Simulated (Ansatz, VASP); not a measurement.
Two plane-wave programs on Ge

```
CELL_PARAMETERS angstrom
4.01305 0.00000 0.00000
-2.00653 3.47540 0.00000
0.00000 0.00000 13.68972
ATOMIC_POSITIONS crystal
Ge 0.00000 0.00000 0.41240
Ge 0.00000 0.00000 0.58760
Ge 0.00000 0.00000 0.91240
Ge 0.00000 0.00000 0.08760
Ge 0.33333 0.66667 0.34420
Ge 0.66667 0.33333 0.65580
Ge 0.66667 0.33333 0.84420
Ge 0.33333 0.66667 0.15580
```

Alike in both runs: task single point; functional PBE; k mesh 15 × 15 × 4; occupations gaussian, width 0.15 eV; no spin polarisation.

```csv
,VASP,Ansatz
version,VASP 6.6.1,Ansatz 0.2.0
potentials or method,"VASP PAW PBE potentials, release 64 (Ge_d), cutoff 520 eV","scalar-relativistic, plane waves, PAW"
valence electrons in the cell,112,112
```

```tsv
	VASP	Ansatz	Ansatz less VASP
gap on the k mesh at the Fermi level (eV)	none	none	-
pressure (GPa)	0.2	0.2	+0.05
traceless stress, the component that is largest in VASP (GPa)	-1.43	-1.43	+0.005
rms of the force components (eV/Å)	0.426	0.426	-0.0001
```

Atom by atom the forces differ by 0.001 eV/Å (rms over components). A gap of «none» marks a metal or a gap that the smearing closes.
